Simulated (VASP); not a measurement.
# Mo (Im-3m) in VASP: further runs

Mo is run at these levels: LDA, PBE, r2SCAN; tasks: single point.

Program: VASP 6.6.1. These are calculated values, not measurements. Logs are shortened: lines on timing, memory, paths and dates and some standing lists are left out, and cuts for length are marked.

**1. The cell of the first run**

The structure is cubic, space group Im-3m (No. 229). Conventional cell: a = 3.209 Å, b = 3.209 Å, c = 3.209 Å, α = 90.00°, β = 90.00°, γ = 90.00°. Within 3.7 Å of Mo (site symmetry m-3m) lie 14 Mo at 2.78 to 3.21 Å.

**2. Single point, LDA**

Input file INCAR:

```
ALGO = Normal ; EDIFF = 1E-7
ENCUT = 520 ; ISIF = 2
ISMEAR = -1 ; LASPH = T
LCHARG = T ; LELF = T
LREAL = F ; LVHAR = T
LWAVE = F ; NBANDS = 13
NELM = 100 ; PREC = Accurate
SIGMA = 0.05
```

Input file KPOINTS:

```
k-points
0
Gamma
  12 12 12
```

Input file POSCAR:

```
Mo
1.0
   -1.6046509537      1.6046509537      1.6046509537
    1.6046509537     -1.6046509537      1.6046509537
    1.6046509537      1.6046509537     -1.6046509537
Mo
1
Direct
    0.0000000000      0.0000000000      0.0000000000
```

Potentials or basis: VASP PAW LDA potentials, release 64 (Mo_sv).

Command:

```bash
$ cat potpaw_LDA.64/Mo_sv/POTCAR > POTCAR
$ mpirun -np 1 vasp_std > vasp.out
```

OUTCAR:

```text
EDIFF = 1E-7
   ENCUT = 520
   ISIF = 2
   ISMEAR = -1
   LASPH = T
   LREAL = F
   NELM = 100
   PREC = Accurate

 ion  position               nearest neighbor table
   1  0.000  0.000  0.000-

  LATTYP: Found a body centered cubic cell.
 ALAT       =     3.2093019074

  Lattice vectors:

 A1 = (  -1.6046509537,   1.6046509537,   1.6046509537)
 A2 = (   1.6046509537,  -1.6046509537,   1.6046509537)
 A3 = (   1.6046509537,   1.6046509537,  -1.6046509537)

Analysis of symmetry for initial positions (statically):
=====================================================================
 Subroutine PRICEL returns:
 Original cell was already a primitive cell.

 Routine SETGRP: Setting up the symmetry group for a
 body centered cubic supercell.

 Subroutine GETGRP returns: Found 48 space group operations
 (whereof 48 operations were pure point group operations)
 out of a pool of 48 trial point group operations.

The static configuration has the point symmetry O_h .

Analysis of symmetry for dynamics (positions and initial velocities):
=====================================================================
 Subroutine PRICEL returns:
 Original cell was already a primitive cell.

 Routine SETGRP: Setting up the symmetry group for a
 body centered cubic supercell.

 Subroutine GETGRP returns: Found 48 space group operations
 (whereof 48 operations were pure point group operations)
 out of a pool of 48 trial point group operations.

The dynamic configuration has the point symmetry O_h .

 Subroutine INISYM returns: Found 48 space group operations
 (whereof 48 operations are pure point group operations),
 and found     1 'primitive' translations

----------------------------------------------------------------------------------------

                                     Primitive cell

  volume of cell :      16.5273

  direct lattice vectors                    reciprocal lattice vectors
    -1.604650954  1.604650954  1.604650954     0.000000000  0.311594244  0.311594244
     1.604650954 -1.604650954  1.604650954     0.311594244  0.000000000  0.311594244
     1.604650954  1.604650954 -1.604650954     0.311594244  0.311594244  0.000000000

  length of vectors
     2.779336980  2.779336980  2.779336980     0.440660805  0.440660805  0.440660805

  position of ions in fractional coordinates (direct lattice)
     0.000000000  0.000000000  0.000000000

  ion indices of the primitive-cell ions
   primitive index   ion index
                 1           1

----------------------------------------------------------------------------------------

 KPOINTS: k-points

Automatic generation of k-mesh.
 Grid dimensions read from file:
 generate k-points for:   12   12   12

 Generating k-lattice:

  Cartesian coordinates                     Fractional coordinates (reciprocal lattice)
     0.000000000  0.025966187  0.025966187     0.083333333  0.000000000  0.000000000
     0.025966187  0.000000000  0.025966187     0.000000000  0.083333333  0.000000000
     0.025966187  0.025966187  0.000000000     0.000000000  0.000000000  0.083333333

  Length of vectors
     0.036721734  0.036721734  0.036721734

  Shift w.r.t. Gamma in fractional coordinates (k-lattice)
     0.000000000  0.000000000  0.000000000

 Subroutine IBZKPT returns following result:
 ===========================================

 Found     72 irreducible k-points:

 Following reciprocal coordinates:
            Coordinates               Weight
  0.000000  0.000000  0.000000      1.000000
  0.083333  0.000000  0.000000     12.000000
  0.166667  0.000000  0.000000     12.000000
  0.250000  0.000000  0.000000     12.000000
  0.333333  0.000000  0.000000     12.000000
  0.416667  0.000000  0.000000     12.000000
[... 16 lines left out ...]
  0.333333  0.083333  0.083333     24.000000
  0.416667  0.083333  0.083333     12.000000
 [... further k-points ...]
   k-points           NKPTS =     72   k-points in BZ     NKDIM =     72   number of bands    NBANDS=     13
   number of dos      NEDOS =    301   number of ions     NIONS =      1
   total plane-waves  NPLWV =  13824
   dimension x,y,z NGX =    24 NGY =   24 NGZ =   24
   dimension x,y,z NGXF=    48 NGYF=   48 NGZF=   48
   ions per type =               1
   NGX,Y,Z   is equivalent  to a cutoff of  14.36, 14.36, 14.36 a.u.
   NGXF,Y,Z  is equivalent  to a cutoff of  28.71, 28.71, 28.71 a.u.
 SYSTEM =  unknown system
   PREC   = accura    normal or accurate (medium, high low for compatibility)
   ISTART =      0    job   : 0-new  1-cont  2-samecut
   ICHARG =      2    charge: 1-file 2-atom 10-const
   ISPIN  =      1    spin polarized calculation?
   LNONCOLLINEAR =      F non collinear calculations
   LSORBIT =      F    spin-orbit coupling
   LASPH  =      T    aspherical Exc in radial PAW
   ENCUT  =  520.0 eV  38.22 Ry    6.18 a.u.   5.17  5.17  5.17*2*pi/ulx,y,z
   NELM   =    100;   NELMIN=  2; NELMDL= -5     # of ELM steps
   EDIFF  = 0.1E-06   stopping-criterion for ELM
   LREAL  =      F    real-space projection
   EDIFFG = 0.1E-05   stopping-criterion for IOM
   NSW    =      0    number of steps for IOM
   IBRION =     -1    ionic relax: 0-MD 1-quasi-New 2-CG
   NFREE  =      0    steps in history (QN), initial steepest desc. (CG)
   ISIF   =      2    stress and relaxation
   ISYM   =      2    0-nonsym 1-usesym 2-fastsym
   POTIM  = 0.5000    time-step for ionic-motion
   TEBEG  =    0.0;   TEEND  =   0.0 temperature during run
   PSTRESS=    0.0 pullay stress
   NELECT =      14.0000    total number of electrons
   NUPDOWN=      -1.0000    fix difference up-down
   EMIN   =  10.00;   EMAX   =-10.00  energy-range for DOS
   EFERMI =   0.00;   METHOD = LEGACY
   ISMEAR =    -1;   SIGMA  =   0.05  broadening in eV -4-tet -1-fermi 0-gaus
   EFERMI_NEDOS =   21; number of points for ismear=-14 and -15
   IALGO  =     38    algorithm
   IMIX   =      4    mixing-type and parameters
     AMIX     =   0.40;   BMIX     =  1.00
     AMIX_MAG =   1.60;   BMIX_MAG =  1.00
  volume/ion in A,a.u.               =      16.53       111.53
  Fermi-wavevector in a.u.,A,eV,Ry     =   1.548996  2.927178 32.645660  2.399388
  Thomas-Fermi vector in A             =   2.653866
   LORBIT       =      0    0 simple, 1 ext, 2 COOP (PROOUT), +10 PAW based schemes
   GGA     = CA    functional components
   LHFCALC =     F    Hartree Fock is set to
   AEXX    =    0.0000 exact exchange contribution
   IVDW    =     0    specifies the selected vdW correction
   LEPSILON=     F    determine dielectric tensor
   LRPA    =     F    only Hartree local field effects (RPA)
 non-spin polarized calculation
  energy-cutoff  :      520.00
  volume of cell :       16.53
 maximum number of plane-waves:       466
 NGX is ok and might be reduce to    24
   NGX = 11   NGY = 11   NGZ = 11

 number of electron      13.9999999 magnetization

 Free energy of the ion-electron system (eV)
  ---------------------------------------------------
  ext. energy  EPLUGINS =         0.00000000
  ---------------------------------------------------
  free energy    TOTEN  =       -12.04496877 eV

  energy without entropy =      -12.04231293  energy(sigma->0) =      -12.04364085

 E-fermi :  11.5374     XC(G=0): -13.2945

 val. band max:       11.5065086215   @ k =   0.5000   0.5000   0.0833
 cond. band min:      11.5904419649   @ k =  -0.3333   0.3333   0.2500
 fundamental gap:      0.0839333434
 Fermi energy:        11.5373625639

 k-point     1 :       0.0000    0.0000    0.0000
  band No.  band energies     occupation
      1     -49.3473      2.00000
      2     -22.9071      2.00000
      3     -22.9071      2.00000
      4     -22.9071      2.00000
      5       4.5433      2.00000
      6      10.3127      2.00000
      7      10.3127      2.00000
      8      10.3127      2.00000
      9      13.1050      0.00000
     10      13.1050      0.00000
     11      26.3219      0.00000
     12      26.3219      0.00000
     13      26.3219      0.00000

 k-point     2 :       0.0833    0.0000    0.0000
  band No.  band energies     occupation
      1     -49.3331      2.00000
      2     -22.9919      2.00000
      3     -22.9336      2.00000
      4     -22.9076      2.00000
      5       4.8305      2.00000
      6      10.1566      2.00000
      7      10.2844      2.00000
      8      10.5805      2.00000
      9      12.8923      0.00000
     10      13.1113      0.00000
     11      26.5182      0.00000
     12      26.8041      0.00000
     13      26.8270      0.00000

 k-point     3 :       0.1667    0.0000    0.0000
  band No.  band energies     occupation
      1     -49.2940      2.00000
      2     -23.2195      2.00000
      3     -23.0054      2.00000
      4     -22.9090      2.00000
      5       5.5971      2.00000
      6       9.7584      2.00000
      7      10.1467      2.00000
      8      11.3590      1.94505
      9      12.5886      0.00000
     10      13.1497      0.00000
     11      26.7600      0.00000
     12      27.6646      0.00000
     13      28.1664      0.00000
[... 305 lines left out ...]
 k-point    23 :       0.3333    0.0833    0.0833
  band No.  band energies     occupation
      1     -49.1398      2.00000
      2     -23.9686      2.00000
      3     -23.3075      2.00000
      4     -22.9923      2.00000
      5       7.2118      2.00000
      6       8.4964      2.00000
      7      11.1750      1.99858
      8      13.2059      0.00000
      9      13.6448      0.00000
     10      16.8608      0.00000
     11      22.8473      0.00000
     12      24.2665      0.00000
     13      27.3434      0.00000

 k-point    24 :       0.4167    0.0833    0.0833
  band No.  band energies     occupation
      1     -49.1267      2.00000
      2     -24.0204      2.00000
      3     -23.3457      2.00000
      4     -22.9946      2.00000
      5       7.1108      2.00000
      6       8.4141      2.00000
      7      11.8351      0.00517
      8      13.2670      0.00000
      9      13.7159      0.00000
     10      17.5479      0.00000
     11      21.8563      0.00000
     12      23.8891      0.00000
     13      26.8287      0.00000

 [... further k-points ...]

------------------------ aborting loop because EDIFF is reached ----------------------------------------

  FORCE on cell =-STRESS in cart. coord.  units (eV):
  Direction    XX          YY          ZZ          XY          YZ          ZX
  --------------------------------------------------------------------------------------
  -------------------------------------------------------------------------------------
  Total       -2.2339479     -2.2339479     -2.2339479      0.0000000      0.0000000      0.0000000
  in kB     -216.5618222   -216.5618222   -216.5618222      0.0000000      0.0000000      0.0000000
  external PRESSURE =    -216.5618222 kB  Pullay stress =       0.0000000 kB

 VOLUME and BASIS-vectors are now :
 -----------------------------------------------------------------------------
  energy-cutoff  :      520.00
  volume of cell :       16.53
      direct lattice vectors                 reciprocal lattice vectors
    -1.604650954  1.604650954  1.604650954     0.000000000  0.311594244  0.311594244
     1.604650954 -1.604650954  1.604650954     0.311594244  0.000000000  0.311594244
     1.604650954  1.604650954 -1.604650954     0.311594244  0.311594244  0.000000000

 POSITION                                       TOTAL-FORCE (eV/Angst)
 -----------------------------------------------------------------------------------
      0.00000      0.00000      0.00000        -0.000000      0.000000     -0.000000
 -----------------------------------------------------------------------------------
    total drift:                               -0.000000      0.000000      0.000000

  FREE ENERGIE OF THE ION-ELECTRON SYSTEM (eV)
  ---------------------------------------------------
  free  energy   TOTEN  =       -12.0449687703 eV

  energy  without entropy=      -12.0423129287  energy(sigma->0) =      -12.04364085
```

Wall time 33 s (1 thread of AMD EPYC 7R13, shared host); peak memory 0.11 GiB.

Results:

| Property | Result |
| --- | --- |
| Free energy | -12.0450 eV |
| Pressure | -21.7 GPa |
| Band gap on the k mesh | zero (band 7 reaches 15.28 eV, above the bottom of band 8 at 10.31 eV) |

Levels at points of the mesh, in eV from the Fermi level:
| k point | band 4 | band 5 | band 6 | band 7 | band 8 | band 9 | band 10 | band 11 |
| --- | --- | --- | --- | --- | --- | --- | --- | --- |
| (0.00, 0.00, 0.00) | -34.44 | -6.99 | -1.22 | -1.22 | -1.22 | 1.57 | 1.57 | 14.78 |
| (0.50, 0.00, 0.00) | -34.45 | -4.97 | -3.11 | 1.53 | 1.58 | 2.15 | 4.45 | 10.84 |
| (0.50, 0.50, 0.50) | -35.27 | -5.01 | -5.01 | 3.75 | 3.75 | 3.75 | 8.68 | 8.68 |

**3. Single point, LDA**

This run uses another cell than the first one, of 16.85 Å³/atom, 1.019 times its volume.

Input file INCAR:

```
PREC = Accurate
ENCUT = 520
EDIFF = 1E-6
ISMEAR = -1
SIGMA = 0.05
LREAL = False
LASPH = True
NELM = 60
ALGO = Normal
ISIF = 2
LWAVE = False
LCHARG = False
NBANDS = 13
```

Input file KPOINTS:

```
Automatic mesh
0
Gamma
  12 12 12
```

Input file POSCAR:

```
Mo
1.0
   -1.6148719360      1.6148719360      1.6148719360
    1.6148719360     -1.6148719360      1.6148719360
    1.6148719360      1.6148719360     -1.6148719360
Mo
1
Direct
    0.0000000000      0.0000000000      0.0000000000
```

Potentials or basis: VASP PAW LDA potentials, release 64 (Mo_sv).

Command:

```bash
$ cat potpaw_LDA.64/Mo_sv/POTCAR > POTCAR
$ mpirun -np 1 vasp_std > vasp.out
```

It took 31 s on 1 thread of AMD EPYC 7R13, shared host; peak memory 0.11 GiB.

It converged, with:

```
Free energy            : -11.9986 eV
Pressure               : -25.2 GPa
Band gap on the k mesh : zero (band 7 reaches 14.89 eV, above the bottom of band 8 at 10.05 eV)
```

Levels at points of the mesh, in eV from the Fermi level:
```tsv
k point	band 4	band 5	band 6	band 7	band 8	band 9	band 10	band 11
(0.00, 0.00, 0.00)	-34.49	-6.93	-1.20	-1.20	-1.20	1.53	1.53	14.75
(0.50, 0.00, 0.00)	-34.49	-4.86	-3.03	1.47	1.53	2.09	4.32	10.56
(0.50, 0.50, 0.50)	-35.27	-4.88	-4.88	3.64	3.64	3.64	8.54	8.54
```

**4. Single point, PBE**

This run uses another cell than the first one, of 16.85 Å³/atom, 1.019 times its volume.

Input file INCAR:

```
PREC = Accurate
ENCUT = 520
EDIFF = 1E-7
ISMEAR = -1
SIGMA = 0.05
LREAL = F
LASPH = T
NELM = 80
ALGO = Normal
ISIF = 2
LWAVE = F
LCHARG = T
GGA = PE
LELF = T
LVHAR = T
NBANDS = 13
```

KPOINTS is that of step 3.

POSCAR is that of step 3.

Potentials or basis: VASP PAW PBE potentials, release 64 (Mo_sv).

Command:

```bash
$ cat potpaw_PBE.64/Mo_sv/POTCAR > POTCAR
$ mpirun -np 1 vasp_std > vasp.out
```

Wall time 33 s (1 thread of AMD EPYC 7R13, shared host); peak memory 0.12 GiB.

It converged, with:

```yaml
Free_energy: -10.9023 eV
Pressure: -14.5 GPa
Band_gap_on_the_k_mesh: zero (band 7 reaches 15.00 eV, above the bottom of band 8 at 10.20 eV)
```

Levels at points of the mesh, in eV from the Fermi level:
```csv
k point,band 4,band 5,band 6,band 7,band 8,band 9,band 10,band 11
"(0.00, 0.00, 0.00)",-34.67,-6.95,-1.20,-1.20,-1.20,1.56,1.56,14.73
"(0.50, 0.00, 0.00)",-34.68,-4.86,-3.03,1.41,1.55,2.12,4.27,10.57
"(0.50, 0.50, 0.50)",-35.44,-4.86,-4.86,3.60,3.60,3.60,8.54,8.54
```

**5. Single point, r2SCAN**

This run uses another cell than the first one, of 15.89 Å³/atom, 0.962 times its volume.

Input file POSCAR:

```
Mo
1.0
   -1.5838089719      1.5838089719      1.5838089719
    1.5838089719     -1.5838089719      1.5838089719
    1.5838089719      1.5838089719     -1.5838089719
Mo
1
Direct
    0.0000000000      0.0000000000      0.0000000000
```

Input file INCAR.step1:

```
SYSTEM = Mo
  ALGO = Normal
  EDIFF = 1E-4
  ENCUT = 520
  GGA = PE
  ISMEAR = -1
  LASPH = .True.
  LCHARG = .False.
  LREAL = .False.
  LWAVE = .True.
  NBANDS = 13
  NELM = 60
  PREC = Accurate
  SIGMA = 0.05
```

Input file INCAR.step2:

```
SYSTEM = Mo
  ALGO = Normal
  EDIFF = 1E-7
  ENCUT = 520
  ISIF = 2
  ISMEAR = -1
  ISTART = 1
  LASPH = .True.
  LCHARG = .False.
  LMIXTAU = .True.
  LREAL = .False.
  LWAVE = .False.
  METAGGA = R2SCAN
  NBANDS = 13
  NELM = 60
  PREC = Accurate
  SIGMA = 0.05
```

Input file KPOINTS:

```
k-points
0
Gamma
  12 12 12
  0 0 0
```

Command:

```bash
$ cat potpaw_PBE.64/Mo_sv/POTCAR > POTCAR
$ cp INCAR.step1 INCAR
$ mpirun -np 1 vasp_std > vasp.out
$ cp INCAR.step2 INCAR
$ mpirun -np 1 vasp_std > vasp.out
```

Wall time 1.8 min (1 thread of AMD EPYC 7R13, shared host); peak memory 0.11 GiB.

Results (log left out):

- Free energy: -26.0939 eV
- Pressure: -3.4 GPa
- Band gap on the k mesh: zero (band 7 reaches 16.33 eV, above the bottom of band 8 at 10.89 eV)

Levels at points of the mesh, in eV from the Fermi level:
```
           k point  band 5  band 6  band 7  band 8  band 9  band 10
(0.00, 0.00, 0.00)   -7.60   -1.38   -1.38   -1.38    1.90     1.90
(0.50, 0.00, 0.00)   -5.48   -3.50    1.52    1.86    2.55     4.82
(0.50, 0.50, 0.50)   -5.50   -5.50    4.06    4.06    4.06     9.35
```

Caveat: the PAW data sets were made with another functional, which shifts forces and pressure a little.

**6. Single point, r2SCAN**

Input file POSCAR:

```
Mo
1.0
   -1.6046509537      1.6046509537      1.6046509537
    1.6046509537     -1.6046509537      1.6046509537
    1.6046509537      1.6046509537     -1.6046509537
Mo
1
Direct
    0.0000000000      0.0000000000      0.0000000000
```

Input file INCAR.step1:

```
SYSTEM = Mo
PREC     = Accurate       ! precision mode
ENCUT    = 520            ! plane-wave cutoff, eV
ISMEAR   = -1             ! smearing method
SIGMA    = 0.05           ! smearing width, eV
LREAL    = .FALSE.        ! projectors in reciprocal space
LASPH    = .TRUE.         ! aspherical terms in the spheres
NELM     = 100            ! most SCF steps
NBANDS   = 13             ! bands
GGA      = PE             ! functional
ALGO     = Normal         ! electronic algorithm
EDIFF    = 1E-4           ! SCF threshold, eV
LWAVE    = .TRUE.         ! write WAVECAR
LCHARG   = .FALSE.        ! write CHGCAR
```

Input file INCAR.step2:

```
SYSTEM = Mo
PREC     = Accurate       ! precision mode
ENCUT    = 520            ! plane-wave cutoff, eV
EDIFF    = 1E-6           ! SCF threshold, eV
ISMEAR   = -1             ! smearing method
SIGMA    = 0.05           ! smearing width, eV
LREAL    = .FALSE.        ! projectors in reciprocal space
LASPH    = .TRUE.         ! aspherical terms in the spheres
NELM     = 100            ! most SCF steps
ALGO     = Normal         ! electronic algorithm
ISIF     = 2              ! what is computed and relaxed
LWAVE    = .FALSE.        ! write WAVECAR
LCHARG   = .FALSE.        ! write CHGCAR
METAGGA  = R2SCAN         ! meta-GGA
LMIXTAU  = .TRUE.       
NBANDS   = 13             ! bands
ISTART   = 1
```

Input file KPOINTS:

```
Automatic mesh
0
G
  12 12 12
  0 0 0
```

Potentials or basis: VASP PAW PBE potentials, release 64 (Mo_sv).

Command:

```bash
$ cat potpaw_PBE.64/Mo_sv/POTCAR > POTCAR
$ cp INCAR.step1 INCAR
$ mpirun -np 1 vasp_std > vasp.out
$ cp INCAR.step2 INCAR
$ mpirun -np 1 vasp_std > vasp.out
```

It took 2.4 min on 1 thread of AMD EPYC 7R13, shared host; peak memory 0.12 GiB.

Results (log left out):

```
Free energy            : -26.0611 eV
Pressure               : -12.8 GPa
Band gap on the k mesh : zero (band 7 reaches 15.50 eV, above the bottom of band 8 at 10.35 eV)
```

Levels at points of the mesh, in eV from the Fermi level:
```tsv
k point	band 5	band 6	band 7	band 8	band 9	band 10
(0.00, 0.00, 0.00)	-7.48	-1.32	-1.32	-1.32	1.82	1.82
(0.50, 0.00, 0.00)	-5.26	-3.32	1.37	1.76	2.42	4.54
(0.50, 0.50, 0.50)	-5.20	-5.20	3.82	3.82	3.82	9.03
```

Caveat: the PAW data sets were made with another functional, which shifts forces and pressure a little.

**7. The runs side by side**

```csv
level,potentials or basis,cell,gap on the mesh (eV),pressure (GPa)
LDA,"VASP PAW LDA potentials, release 64 (Mo_sv)","a = 2.779 Å, angles 109.5°, 1 atom",none,-21.7
LDA,"VASP PAW LDA potentials, release 64 (Mo_sv)","a = 2.797 Å, angles 109.5°, 1 atom",none,-25.2
PBE,"VASP PAW PBE potentials, release 64 (Mo_sv)","a = 2.797 Å, angles 109.5°, 1 atom",none,-14.5
r2SCAN,"VASP PAW PBE potentials, release 64 (Mo_sv)","a = 2.743 Å, angles 109.5°, 1 atom",none,-3.4
r2SCAN,"VASP PAW PBE potentials, release 64 (Mo_sv)","a = 2.779 Å, angles 109.5°, 1 atom",none,-12.8
```

Alike in all rows: task single point; no spin polarisation; k mesh 12 × 12 × 12; cutoff (eV) 520; smearing fermi-dirac 0.05 eV.

Caveats: the PAW data sets were made with another functional, which shifts forces and pressure a little (some runs).

Absolute energies hang on the potentials; compare differences alone.
